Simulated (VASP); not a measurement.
# CuW2 (Imma) in VASP: relaxation of cell and atoms with PBE

Aim: the relaxation of cell and atoms of CuW2 with PBE.

Everything below comes from runs of VASP 6.6.1. Logs are shortened: lines on timing, memory, paths and dates and some standing lists are left out, and cuts for length are marked.

## 1. The cell of the first run

The structure is orthorhombic, space group Imma (No. 74). The conventional cell has a = 4.104 Å, b = 6.443 Å, c = 6.976 Å, α = 90.00°, β = 90.00°, γ = 90.00°. Cu (site symmetry mm2) has 12 W at 2.80 to 2.98 Å and 4 Cu at 3.29 to 3.50 Å within 3.7 Å. Within 3.1 Å of W (site symmetry m) lie 4 W at 2.38 to 2.45 Å and 6 Cu at 2.80 to 2.98 Å.

## 2. Relaxation of cell and atoms, PBE

The input, INCAR:

```
PREC = Accurate
ENCUT = 600
EDIFF = 1E-6
ISMEAR = 0
SIGMA = 0.1
LREAL = False
LASPH = True
NELM = 100
ALGO = Normal
ISIF = 3
LWAVE = False
LCHARG = False
GGA = PE
IBRION = 2
NSW = 90
EDIFFG = -0.04
```

The input, KPOINTS:

```
Automatic mesh
0
Gamma
  6 6 6
```

The input, POSCAR:

```
CuW2
1.0
   -2.0521327192      3.2213711290      3.4878302224
    2.0521327192     -3.2213711290      3.4878302224
    2.0521327192      3.2213711290     -3.4878302224
Cu W
2 4
Direct
    0.2970000000      0.5470000000      0.7500000000
    0.7030000000      0.4530000000      0.2500000000
    0.1030000000      0.1630000000      0.9400000000
    0.7230000000      0.1630000000      0.5600000000
    0.2770000000      0.8370000000      0.4400000000
    0.8970000000      0.8370000000      0.0600000000
```

Potentials or basis: VASP PAW PBE potentials, release 64 (Cu, W_sv).

The run is started by

```sh
> cat potpaw_PBE.64/Cu/POTCAR potpaw_PBE.64/W_sv/POTCAR > POTCAR
> mpirun -np 1 vasp_std > vasp.out
```

OUTCAR:

```text
PREC = Accurate
   ENCUT = 600
   EDIFF = 1E-6
   ISMEAR = 0
   LREAL = False
   LASPH = True
   NELM = 100
   ISIF = 3
   GGA = PE
   IBRION = 2
   NSW = 90
   EDIFFG = -0.04

 ion  position               nearest neighbor table
   1  0.297  0.547  0.750-   5 2.80   5 2.80   6 2.80   6 2.80   6 2.84   5 2.84   3 2.95   4 2.95
                             3 2.98   4 2.98   4 2.98   3 2.98
   2  0.703  0.453  0.250-   4 2.80   4 2.80   3 2.80   3 2.80   3 2.84   4 2.84   6 2.95   5 2.95
                             6 2.98   5 2.98   5 2.98   6 2.98
   3  0.103  0.163  0.940-   5 2.38   5 2.38   6 2.40   4 2.45   2 2.80   2 2.80   2 2.84   1 2.95
                             1 2.98   1 2.98   6 3.42   6 3.42
   4  0.723  0.163  0.560-   6 2.38   6 2.38   5 2.40   3 2.45   2 2.80   2 2.80   2 2.84   1 2.95
                             1 2.98   1 2.98   5 3.42   5 3.42
   5  0.277  0.837  0.440-   3 2.38   3 2.38   4 2.40   6 2.45   1 2.80   1 2.80   1 2.84   2 2.95
                             2 2.98   2 2.98   4 3.42   4 3.42
   6  0.897  0.837  0.060-   4 2.38   4 2.38   3 2.40   5 2.45   1 2.80   1 2.80   1 2.84   2 2.95
                             2 2.98   2 2.98   3 3.42   3 3.42

  LATTYP: Found a body centered orthorhombic cell.
 ALAT       =     4.1042654384
 B/A-ratio  =     1.5697674419
 C/A-ratio  =     1.6996124031

  Lattice vectors:

 A1 = (  -2.0521327192,   3.2213711290,   3.4878302224)
 A2 = (   2.0521327192,  -3.2213711290,   3.4878302224)
 A3 = (   2.0521327192,   3.2213711290,  -3.4878302224)

Analysis of symmetry for initial positions (statically):
=====================================================================
 Subroutine PRICEL returns:
 Original cell was already a primitive cell.

 Routine SETGRP: Setting up the symmetry group for a
 body centered orthorhombic supercell.

 Subroutine GETGRP returns: Found  8 space group operations
 (whereof  4 operations were pure point group operations)
 out of a pool of  8 trial point group operations.

The static configuration has the point symmetry C_2h.
 The point group associated with its full space group is D_2h.

Analysis of symmetry for dynamics (positions and initial velocities):
=====================================================================
 Subroutine PRICEL returns:
 Original cell was already a primitive cell.

 Routine SETGRP: Setting up the symmetry group for a
 body centered orthorhombic supercell.

 Subroutine GETGRP returns: Found  8 space group operations
[... 129 lines left out ...]
   IALGO  =     38    algorithm
   IMIX   =      4    mixing-type and parameters
     AMIX     =   0.40;   BMIX     =  1.00
     AMIX_MAG =   1.60;   BMIX_MAG =  1.00
  volume/ion in A,a.u.               =      15.37       103.73
  Fermi-wavevector in a.u.,A,eV,Ry     =   1.548172  2.925621 32.610938  2.396836
  Thomas-Fermi vector in A             =   2.653160
   LORBIT       =      0    0 simple, 1 ext, 2 COOP (PROOUT), +10 PAW based schemes
   GGA     = PE    functional components
   LHFCALC =     F    Hartree Fock is set to
   AEXX    =    0.0000 exact exchange contribution
   IVDW    =     0    specifies the selected vdW correction
   LEPSILON=     F    determine dielectric tensor
   LRPA    =     F    only Hartree local field effects (RPA)
 conjugate gradient relaxation of ions
 non-spin polarized calculation
 Gauss-broadening in eV      SIGMA  =   0.10
  energy-cutoff  :      600.00
  volume of cell :       92.23
 maximum number of plane-waves:      3103
 NGX is ok and might be reduce to    42
   NGX = 21   NGY = 21   NGZ = 21

--------------------------------------- Ionic step        1  -------------------------------------------

 number of electron      77.9999984 magnetization

 Free energy of the ion-electron system (eV)
  ---------------------------------------------------
  ext. energy  EPLUGINS =         0.00000000
  ---------------------------------------------------
  free energy    TOTEN  =       -50.91312565 eV

  energy without entropy =      -50.89601017  energy(sigma->0) =      -50.90456791

------------------------ aborting loop because EDIFF is reached ----------------------------------------

  FORCE on cell =-STRESS in cart. coord.  units (eV):
  Direction    XX          YY          ZZ          XY          YZ          ZX
  --------------------------------------------------------------------------------------
  -------------------------------------------------------------------------------------
  Total       24.4466784      8.9678701     22.8221102      0.0000000     -0.0000000      0.0000000
  in kB      424.6869420    155.7895624    396.4649920      0.0000000     -0.0000000      0.0000000
  external PRESSURE =     325.6471654 kB  Pullay stress =       0.0000000 kB
[... 101 lines left out ...]
  FREE ENERGIE OF THE ION-ELECTRON SYSTEM (eV)
  ---------------------------------------------------
  free  energy   TOTEN  =       -52.6749463476 eV

  energy  without entropy=      -52.6557494339  energy(sigma->0) =      -52.66534789

[... ionic steps 4 to 23 ...]

--------------------------------------- Ionic step       24  -------------------------------------------

 number of electron      78.0000013 magnetization

------------------------ aborting loop because EDIFF is reached ----------------------------------------
[... 75 lines left out ...]
--------------------------------------- Ionic step       26  -------------------------------------------

 number of electron      78.0000013 magnetization

 Free energy of the ion-electron system (eV)
  ---------------------------------------------------
  ext. energy  EPLUGINS =         0.00000000
  ---------------------------------------------------
  free energy    TOTEN  =       -56.05941114 eV

  energy without entropy =      -56.05055062  energy(sigma->0) =      -56.05498088

 E-fermi :   9.4842     XC(G=0): -12.9700

 val. band max:        9.4463076248   @ k =   0.5000   0.5000   0.3333
 cond. band min:       9.5225358077   @ k =   0.1667   0.0000   0.0000
 fundamental gap:      0.0762281830
 Fermi energy:         9.4842112770

 k-point     1 :       0.0000    0.0000    0.0000
  band No.  band energies     occupation
      1     -64.5104      2.00000
      2     -64.3659      2.00000
      3     -64.3424      2.00000
      4     -64.3102      2.00000
      5     -29.3624      2.00000
      6     -29.2674      2.00000
[... 1165 lines left out ...]
     45      11.9768      0.00000
     46      12.1705      0.00000

 [... further k-points ...]
[... 5 lines left out ...]
  --------------------------------------------------------------------------------------
  -------------------------------------------------------------------------------------
  Total       -0.0063262     -0.0022095     -0.0685658      0.0000000     -0.0000000      0.0000000
  in kB       -0.1089621     -0.0380560     -1.1809823      0.0000000     -0.0000000      0.0000000
  external PRESSURE =      -0.4426668 kB  Pullay stress =       0.0000000 kB
[... 21 lines left out ...]
  FREE ENERGIE OF THE ION-ELECTRON SYSTEM (eV)
  ---------------------------------------------------
  free  energy   TOTEN  =       -56.0594111421 eV

  energy  without entropy=      -56.0505506210  energy(sigma->0) =      -56.05498088

 reached required accuracy - stopping structural energy minimisation
```

It took 44 min on 1 thread of Intel Xeon 6975P-C (Granite Rapids), shared host; peak memory 0.43 GiB.

What came out:

```
Free energy                            : -56.0594 eV
Relaxed volume                         : 15.50 Å³/atom
Relaxed cell                           : a = 5.224 Å, b = 5.224 Å, c = 5.224 Å, α = 128.95°, β = 119.01°, γ = 83.47°
Space group after relaxing (to 0.05 Å) : P6/mmm (No. 191)
Energy gained by relaxing              : 857.7 meV/atom
Ionic steps                            : 26
Pressure after relaxing                : 0.0 GPa
Largest force after relaxing           : 0.018 eV/Å
Band gap on the k mesh                 : zero (band 39 reaches 9.81 eV, above the bottom of band 40 at 9.04 eV)
```

Forces in eV/Å, atoms in the order of the input:
```
Cu   0.000  0.000  0.003
Cu   0.000  0.000 -0.003
W    0.000 -0.012  0.013
W    0.000  0.012  0.013
W    0.000 -0.012 -0.013
W    0.000  0.012 -0.013
```

Stress tensor (GPa, compression positive):
```
-0.01  0.00  0.00
 0.00  0.00  0.00
 0.00  0.00 -0.12
```

The path:
```csv
step,energy change (eV),largest force (eV/Å),pressure (GPa),volume (Å³)
1,0.0000,3.0205,32.56,92.23
2,2.3229,1.2219,-29.32,140.02
3,-1.7618,0.6944,-6.30,108.27
4,-1.7758,0.7359,-4.48,107.08
5,-2.5353,1.9500,-5.12,105.02
6,-2.7933,3.5841,-3.71,102.81
7,-3.1292,3.4216,-4.07,101.59
8,-3.8951,2.7662,-2.47,97.68
9,0.0942,7.3794,35.82,88.86
10,-3.6215,3.5842,0.06,97.08
11,-3.3767,1.4663,8.07,93.11
12,-3.6583,3.1552,2.03,95.74
13,-4.2359,1.4066,-0.65,95.69
14,-4.3963,1.5199,-1.01,95.64
15,-4.5625,1.4600,-1.09,95.27
16,-4.7233,1.2987,-0.17,94.38
17,-4.8107,1.1235,-0.25,94.13
18,-4.9707,0.7809,0.31,93.37
19,-4.8108,2.2837,4.95,91.84
20,-4.9939,1.0817,0.98,92.99
21,-5.0804,0.6803,-0.13,93.23
22,-5.1397,0.1319,-1.44,93.63
23,-5.1398,0.1324,-1.45,93.64
24,-5.1453,0.0517,0.79,92.69
25,-5.1458,0.0455,0.23,92.90
26,-5.1463,0.0175,-0.04,93.02
```

Final structure:
```cif
data_structure
_symmetry_space_group_name_H-M 'P 1'
_symmetry_Int_Tables_number 1
_cell_length_a 5.2235
_cell_length_b 5.2235
_cell_length_c 5.2235
_cell_angle_alpha 128.949
_cell_angle_beta 119.014
_cell_angle_gamma 83.474
_cell_volume 93.02
loop_
_atom_site_label
_atom_site_type_symbol
_atom_site_fract_x
_atom_site_fract_y
_atom_site_fract_z
_atom_site_occupancy
Cu1 Cu 0.24988 0.49988 0.75000 1
Cu2 Cu 0.75012 0.50012 0.25000 1
W1 W 0.16687 0.16679 0.00009 1
W2 W 0.66670 0.16679 0.49991 1
W3 W 0.33330 0.83321 0.50009 1
W4 W 0.83313 0.83321 0.99991 1
```

Caveat: spin-orbit coupling is left out, which moves the levels of the heavy elements.
